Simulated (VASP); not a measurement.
# Si (a cell with a defect) in VASP: a series of runs, part 2 of 2

VASP 6.6.1.

## 3. Relaxation of the atoms, PBE

INCAR reads:

```
SYSTEM = Si
PREC = Accurate ; ENCUT = 520
EDIFF = 1E-7 ; ISMEAR = 0
SIGMA = 0.05 ; LREAL = Auto
LASPH = .TRUE. ; NELM = 60
ALGO = Normal ; ISIF = 2
LWAVE = .FALSE. ; LCHARG = .FALSE.
GGA = PE ; IBRION = 2
NSW = 80 ; EDIFFG = -0.03
NELECT = 250.0 ; NCORE = 4
```

KPOINTS reads:

```
Automatic mesh
0
G
  1 1 1
  0 0 0
```

POSCAR reads:

```
Si
1.0
   10.8600000000      0.0000000000      0.0000000000
    0.0000000000     10.8600000000      0.0000000000
    0.0000000000      0.0000000000     10.8600000000
Si
63
Direct
    0.4975132000      0.0007965000      0.0002568000
    0.6279971000      0.1283936000      0.1279598000
    0.7545594000      0.2443083000     -0.0081115000
    0.8770334000      0.3728298000      0.1267884000
    0.7470213000      0.0051133000      0.2478684000
    0.8777357000      0.1204426000      0.3731287000
   -0.0000120000     -0.0019152000     -0.0016881000
    0.1267869000      0.1249619000      0.1212938000
    0.2479098000      0.2442886000     -0.0016359000
    0.3736221000      0.3746339000      0.1247710000
    0.5042582000      0.4981597000      0.0007765000
    0.6232827000      0.6312884000      0.1248484000
    0.7506579000      0.7524073000      0.0007708000
    0.8767963000      0.8755927000      0.1268610000
    0.2467051000      0.0001991000      0.2545313000
    0.3720954000      0.1224538000      0.3747357000
    0.4967905000      0.2528864000      0.2508379000
    0.6269837000      0.3727596000      0.3711908000
    0.7539354000      0.5004081000      0.2576866000
    0.8729279000      0.6216650000      0.3771634000
    0.5019440000     -0.0033791000      0.4993445000
    0.6267675000      0.1319303000      0.6231379000
    0.8722013000      0.3753334000      0.6253320000
    0.7496250000     -0.0000536000      0.7484176000
    0.8734193000      0.1244374000      0.8764521000
    0.0021049000      0.4982035000     -0.0016968000
    0.1213922000      0.6273917000      0.1272735000
    0.2451120000      0.7513461000     -0.0019312000
    0.3755848000      0.8744629000      0.1240225000
    0.0035596000      0.2527999000      0.2533069000
    0.1280250000      0.3780153000      0.3720804000
    0.2454484000      0.5032660000      0.2540863000
    0.3725993000      0.6278053000      0.3766087000
    0.5023831000      0.7511067000      0.2455700000
    0.6233525000      0.8763157000      0.3722868000
    0.0020168000      0.0025463000      0.4965494000
    0.1233462000      0.1250871000      0.6269162000
    0.2503132000      0.2506528000      0.5005678000
    0.3765991000      0.3777883000      0.6222302000
    0.4996549000      0.4993038000      0.5012789000
    0.6240640000      0.6205817000      0.6251757000
    0.7465999000      0.7492396000      0.4991590000
    0.8734727000      0.8758921000      0.6264958000
    0.2492590000     -0.0040601000      0.7510315000
    0.3739083000      0.1226869000      0.8761571000
    0.4993930000      0.2483783000      0.7517209000
    0.6213378000      0.3785103000      0.8764500000
    0.7525004000      0.5039032000      0.7504269000
    0.8766668000      0.6251171000      0.8751980000
    0.0021901000      0.7490290000      0.2493169000
    0.1296174000      0.8785028000      0.3765598000
   -0.0050411000      0.5024044000      0.5001470000
    0.1253444000      0.6280771000      0.6282645000
    0.2517269000      0.7461147000      0.5071554000
    0.3776336000      0.8739336000      0.6228041000
    0.0041142000      0.2552628000      0.7485172000
    0.1249841000      0.3716371000      0.8715886000
    0.2514419000      0.4943878000      0.7509827000
    0.3774079000      0.6266220000      0.8742260000
    0.5016382000      0.7540534000      0.7533631000
    0.6248152000      0.8776601000      0.8764873000
   -0.0009140000      0.7563137000      0.7481792000
    0.1204177000      0.8770601000      0.8787242000
```

Potentials or basis: VASP PAW PBE potentials, release 64 (Si).

Command:

```bash
$ cat potpaw_PBE.64/Si/POTCAR > POTCAR
$ mpirun -np 4 vasp_gam > vasp.out
```

It took 13 min on 4 MPI ranks of Intel Xeon Platinum 8375C at 2.90GHz (Ice Lake), shared host; peak memory 0.41 GiB.

The run converged. Its results:

```
Free energy                  : -344.4702 eV
Energy gained by relaxing    : 21.3 meV/atom
Ionic steps                  : 14
Largest force after relaxing : 0.021 eV/Å
```

Forces on the atoms (eV/Å):
```
Si  -0.001  0.005  0.012
Si   0.012 -0.001  0.008
Si  -0.002  0.002 -0.003
Si   0.000 -0.001  0.017
Si   0.004  0.007 -0.003
Si  -0.004 -0.001  0.010
Si  -0.002 -0.002 -0.001
Si  -0.004  0.008 -0.001
Si   0.006  0.015 -0.001
Si   0.008  0.001 -0.007
Si   0.004 -0.005 -0.008
Si   0.003 -0.003 -0.005
Si  -0.005  0.000 -0.017
Si  -0.006 -0.015  0.000
Si   0.000  0.007  0.013
Si   0.008  0.002  0.010
Si  -0.001  0.004  0.007
Si   0.000 -0.011 -0.008
Si  -0.008  0.008 -0.004
Si   0.004 -0.008 -0.003
Si   0.005 -0.006  0.008
Si  -0.014 -0.012  0.009
Si   0.006  0.007 -0.002
Si  -0.006 -0.006  0.004
Si  -0.010  0.007 -0.003
Si  -0.007 -0.003  0.008
Si   0.002 -0.002 -0.004
Si   0.007 -0.002  0.002
Si   0.003 -0.001 -0.006
Si  -0.013 -0.006  0.008
Si   0.000 -0.005 -0.011
Si  -0.001  0.004  0.002
Si  -0.013  0.004 -0.011
Si   0.004 -0.005 -0.001
Si   0.005  0.002  0.003
Si  -0.003  0.014 -0.011
Si  -0.005 -0.002 -0.002
Si  -0.005  0.004 -0.002
Si   0.003 -0.004 -0.001
Si   0.002 -0.009 -0.006
Si   0.006 -0.013  0.003
Si   0.003  0.005  0.012
Si   0.009  0.011  0.003
Si  -0.001 -0.010 -0.003
Si   0.004  0.002 -0.001
Si   0.006 -0.006  0.010
Si  -0.007  0.001 -0.005
Si   0.004 -0.002  0.005
Si   0.005  0.001  0.008
Si   0.013 -0.007 -0.002
Si  -0.004  0.009 -0.007
Si  -0.002  0.003 -0.003
Si  -0.006 -0.002 -0.009
Si  -0.012  0.013  0.002
Si  -0.002  0.000 -0.010
Si  -0.003  0.011 -0.005
Si   0.002  0.002  0.002
Si   0.002  0.000  0.002
Si   0.006  0.004 -0.005
Si  -0.014 -0.001  0.001
Si   0.000 -0.001 -0.004
Si   0.003  0.002 -0.006
Si   0.009 -0.008  0.008
```

The path:
```tsv
step	energy change (eV)	largest force (eV/Å)	pressure (GPa)
1	0.0000	2.1477	0.00
2	-1.1986	0.7429	-0.24
3	-1.2080	0.5980	-0.24
4	-1.2828	0.2151	-0.24
5	-1.2903	0.2237	-0.24
6	-1.3120	0.1282	-0.23
7	-1.3178	0.1186	-0.23
8	-1.3298	0.0821	-0.23
9	-1.3320	0.0835	-0.22
10	-1.3358	0.0436	-0.23
11	-1.3360	0.0496	-0.23
12	-1.3378	0.0319	-0.23
13	-1.3383	0.0335	-0.23
14	-1.3396	0.0207	-0.23
```

Final structure:
```cif
data_structure
_symmetry_space_group_name_H-M 'P 1'
_symmetry_Int_Tables_number 1
_cell_length_a 10.8600
_cell_length_b 10.8600
_cell_length_c 10.8600
_cell_angle_alpha 90.000
_cell_angle_beta 90.000
_cell_angle_gamma 90.000
_cell_volume 1280.82
loop_
_atom_site_label
_atom_site_type_symbol
_atom_site_fract_x
_atom_site_fract_y
_atom_site_fract_z
_atom_site_occupancy
Si1 Si 0.50001 0.00036 0.99981 1
Si2 Si 0.62480 0.12574 0.12415 1
Si3 Si 0.74989 0.25042 0.99987 1
Si4 Si 0.87504 0.37517 0.12394 1
Si5 Si 0.74764 0.00201 0.25134 1
Si6 Si 0.87647 0.12426 0.37377 1
Si7 Si 0.00005 0.00049 0.00021 1
Si8 Si 0.12460 0.12355 0.12599 1
Si9 Si 0.25016 0.25009 0.00026 1
Si10 Si 0.37540 0.37699 0.12607 1
Si11 Si 0.49984 0.50061 0.00055 1
Si12 Si 0.62364 0.62464 0.12630 1
Si13 Si 0.75027 0.75043 0.00065 1
Si14 Si 0.87669 0.87638 0.12614 1
Si15 Si 0.25015 0.99978 0.25014 1
Si16 Si 0.37402 0.12548 0.37505 1
Si17 Si 0.50125 0.24842 0.25156 1
Si18 Si 0.62439 0.37591 0.37485 1
Si19 Si 0.75240 0.49852 0.25168 1
Si20 Si 0.87471 0.62596 0.37552 1
Si21 Si 0.50158 0.00254 0.49817 1
Si22 Si 0.62567 0.12633 0.62461 1
Si23 Si 0.87505 0.37548 0.62589 1
Si24 Si 0.75213 0.00216 0.74824 1
Si25 Si 0.87491 0.12535 0.87586 1
Si26 Si 0.00020 0.50050 0.99988 1
Si27 Si 0.12490 0.62565 0.12515 1
Si28 Si 0.24958 0.75052 0.99999 1
Si29 Si 0.37490 0.87511 0.12470 1
Si30 Si 0.99908 0.25275 0.25125 1
Si31 Si 0.12561 0.37559 0.37565 1
Si32 Si 0.24982 0.50062 0.25037 1
Si33 Si 0.37600 0.62462 0.37380 1
Si34 Si 0.49991 0.75057 0.25017 1
Si35 Si 0.62479 0.87508 0.37517 1
Si36 Si 0.99885 0.00129 0.50215 1
Si37 Si 0.12566 0.12549 0.62489 1
Si38 Si 0.24995 0.25043 0.50010 1
Si39 Si 0.37425 0.37532 0.62499 1
Si40 Si 0.50147 0.49909 0.50242 1
Si41 Si 0.62500 0.62645 0.62506 1
Si42 Si 0.74956 0.75048 0.49973 1
Si43 Si 0.87455 0.87449 0.62470 1
Si44 Si 0.25000 0.00066 0.75012 1
Si45 Si 0.37593 0.12406 0.87416 1
Si46 Si 0.50168 0.25269 0.74842 1
Si47 Si 0.62493 0.37560 0.87599 1
Si48 Si 0.74776 0.49915 0.74872 1
Si49 Si 0.87639 0.62476 0.87442 1
Si50 Si 0.99981 0.75035 0.25052 1
Si51 Si 0.12479 0.87541 0.37400 1
Si52 Si 0.99834 0.49893 0.49864 1
Si53 Si 0.12440 0.62465 0.62709 1
Si54 Si 0.25065 0.75007 0.50068 1
Si55 Si 0.37618 0.87643 0.62697 1
Si56 Si 0.99859 0.24811 0.74883 1
Si57 Si 0.12442 0.37660 0.87450 1
Si58 Si 0.25016 0.50027 0.75040 1
Si59 Si 0.37480 0.62562 0.87551 1
Si60 Si 0.50028 0.75056 0.75058 1
Si61 Si 0.62405 0.87627 0.87454 1
Si62 Si 0.99973 0.75054 0.75012 1
Si63 Si 0.12489 0.87552 0.87504 1
```

Levels at points of the mesh, in eV from the Fermi level:
```csv
k point,band 123,band 124,band 125,band 126,band 127,band 128
"(0.00, 0.00, 0.00)",-0.24,-0.24,-0.24,0.65,0.66,0.66
```

Caveat: the k points lie up to 0.58 Å⁻¹ apart; the cell carries a net charge on a neutralising background, which shifts energy and pressure; the cell is charged against a uniform background, so pressure and absolute levels hang on convention.
